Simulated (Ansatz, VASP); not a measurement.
HfC: VASP beside Ansatz

Contents of INCAR:

```
ALGO     = Normal         # electronic algorithm
EDIFF    = 1E-8           # SCF threshold, eV
ENCUT    = 520            # plane-wave cutoff, eV
ISIF     = 2              # what is computed and relaxed
ISMEAR   = -1             # smearing method
LASPH    = T              # aspherical terms in the spheres
LCHARG   = F              # write CHGCAR
LEFG     = T            
LREAL    = F              # projectors in reciprocal space
LWAVE    = F              # write WAVECAR
NBANDS   = 14             # bands
NELM     = 60             # most SCF steps
PREC     = Accurate       # precision mode
SIGMA    = 0.05           # smearing width, eV
```

File KPOINTS:

```
k-points
0
Gamma
  12 12 12
```

File POSCAR:

```
HfC
1.0
    0.0000000000      2.2775377028      2.2775377028
    2.2775377028      0.0000000000      2.2775377028
    2.2775377028      2.2775377028      0.0000000000
Hf C
1 1
Direct
    0.5000000000      0.5000000000      0.5000000000
    0.0000000000      0.0000000000      0.0000000000
```

Input for Ansatz:

```yaml
crystal:
  lattice:
    - [0.0, 2.2775377028, 2.2775377028]
    - [2.2775377028, 0.0, 2.2775377028]
    - [2.2775377028, 2.2775377028, 0.0]
  atoms:
    - { symbol: Hf, position: [0.5, 0.5, 0.5] }
    - { symbol: C, position: [0.0, 0.0, 0.0] }
kpoints:
  mp_grid: { grid: [12, 12, 12] }
scf:
  occupations: { method: fermi_dirac, width: 0.05 }
hamiltonian:
  xc: lda
  pseudopotentials: { kind: paw }
output:
  forces: true
  stress: true
  eigenvalues: true
  efg: { contact_densities: true }
```

Change from the starting cell: volume scaled by 0.94, PAW files.

Alike in both runs: task electric field gradients; functional LDA; k mesh 12 × 12 × 12; occupations fermi-dirac, width 0.05 eV; no spin polarisation.

```csv
,VASP,Ansatz
version,VASP 6.6.1,Ansatz 0.2.0
potentials or method,"VASP PAW LDA potentials, release 64 (Hf_pv, C)","PAW with Ansatz's default frozen-core files, scalar-relativistic"
plane-wave cutoff (eV),520,420
valence electrons in the cell,14,30
```

|  | VASP | Ansatz | Ansatz less VASP |
| --- | --- | --- | --- |
| pressure (GPa) | 3.9 | 3.2 | -0.75 |

LDA's correlation is that of Perdew and Zunger in VASP and of Perdew and Wang (1992) in Ansatz. VASP's potentials hold 14 valence electrons a cell and Ansatz's 30, so a difference there can come from the potentials and not from the codes.

Spin-orbit coupling is off throughout.
